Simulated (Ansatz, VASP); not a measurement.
FeO: VASP beside Ansatz

```xyz
4
Lattice="0.0000 -2.1660 -2.1660 -4.3320 -2.1660 -2.1660 0.0000 2.1660 -2.1660" Properties=species:S:1:pos:R:3 pbc="T T T"
Fe    0.0000    0.0000    0.0000
Fe   -2.1660    0.0000   -2.1660
O     0.0000    0.0000   -2.1660
O    -2.1660   -2.1660   -2.1660
```

Alike in both runs: task single point; functional PBE; k mesh 8 × 5 × 6; occupations gaussian, width 0.02 eV; collinear spin; Hubbard terms Fe d U = 5.3 eV.

```csv
,VASP,Ansatz
version,VASP 6.6.1,Ansatz 0.2.0
potentials or method,"VASP PAW PBE potentials, release 64 (Fe, O), cutoff 520 eV","PAW, plane waves, scalar-relativistic"
valence electrons in the cell,28,44
```

```csv
,VASP,Ansatz,Ansatz less VASP
pressure (GPa),-3.3,11.1,+14.44
"traceless stress, the component that is largest in VASP (GPa)",-0.32,-0.21,+0.108
net moment per atom (μB),2.00,2.00,-0.002
size of the moment on the site where the two differ most (μB),3.87,3.51,-0.367
```

Site moments also hang on the region over which each program counts them. The programs project onto different local orbitals, so the same U acts differently, and such runs can settle in different states. VASP's potentials hold 28 valence electrons a cell and Ansatz's 44, so a difference there can come from the potentials and not from the codes.
